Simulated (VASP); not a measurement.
Here is a VASP 6.6.1 calculation.

INCAR

```
PREC = Accurate ; ENCUT = 520
EDIFF = 1E-6 ; ISMEAR = -1
SIGMA = 0.03 ; LREAL = F
LASPH = T ; NELM = 100
ALGO = Normal ; ISIF = 2
LWAVE = F ; LCHARG = F
NBANDS = 38
```

File KPOINTS:

```
regular mesh
0
Gamma
  12 12 7
```

The input POSCAR:

```
BiRh
1.0
    4.0665235209      0.0000000000      0.0000000000
   -2.0332617604      3.5217126742      0.0000000000
    0.0000000000      0.0000000000      5.6249921434
Bi Rh
2 2
Direct
    0.3333333333      0.6666666667      0.2500000000
    0.6666666667      0.3333333333      0.7500000000
    0.0000000000      0.0000000000      0.0000000000
    0.0000000000      0.0000000000      0.5000000000
```

Potentials or basis: VASP PAW LDA potentials, release 64 (Bi_d, Rh_pv).

Launch:

```bash
$ cat potpaw_LDA.64/Bi_d/POTCAR potpaw_LDA.64/Rh_pv/POTCAR > POTCAR
$ mpirun -np 1 vasp_std > vasp.out
```

Problem. Estimate the pressure.

Solution. 0.4 GPa.

Problem. What does it give for the band gap on the k mesh?

Solution. Zero (band 30 reaches 11.76 eV, above the bottom of band 31 at 9.12 eV).

Stress tensor (GPa, compression positive):
```
 0.80  0.00  0.00
 0.00  0.80  0.00
 0.00  0.00 -0.32
```

Caveat: spin-orbit coupling is left out, which moves the levels of the heavy elements.
